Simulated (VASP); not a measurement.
Input of a VASP 6.6.1 run:

The input INCAR:

```
SYSTEM = Tl
PREC     = Accurate       ! precision mode
ENCUT    = 520            ! plane-wave cutoff, eV
EDIFF    = 1E-6           ! SCF threshold, eV
ISMEAR   = -1             ! smearing method
SIGMA    = 0.05           ! smearing width, eV
LREAL    = .False.        ! projectors in reciprocal space
LASPH    = .True.         ! aspherical terms in the spheres
NELM     = 100            ! most SCF steps
ALGO     = Normal         ! electronic algorithm
ISIF     = 2              ! what is computed and relaxed
LWAVE    = .False.        ! write WAVECAR
LCHARG   = .False.        ! write CHGCAR
GGA      = PS             ! functional
NBANDS   = 20             ! bands
```

Contents of KPOINTS:

```
Automatic mesh
0
Gamma
  9 9 5
  0 0 0
```

The input POSCAR:

```
Tl
1.0
    3.2065240485      0.0000000000      0.0000000000
   -1.6032620243      2.7769312839      0.0000000000
    0.0000000000      0.0000000000      5.4137515738
Tl
2
Direct
    0.6666666667      0.3333333333      0.7500000000
    0.3333333333      0.6666666667      0.2500000000
```

Potentials or basis: VASP PAW PBE potentials, release 64 (Tl_d).

The run is started by

```console
$ cat potpaw_PBE.64/Tl_d/POTCAR > POTCAR
$ mpirun -np 1 vasp_std > vasp.out
```

Question: Predict the pressure.

Answer: 9.9 GPa.

Question: Predict the band gap on the k mesh.

Answer: Zero (bands 13 and 14 overlap by 4.11 eV).

Caveat: the cell stands under pressure; the PAW data sets were made with another functional, which shifts forces and pressure a little; spin-orbit coupling is left out, which moves the levels of the heavy elements.
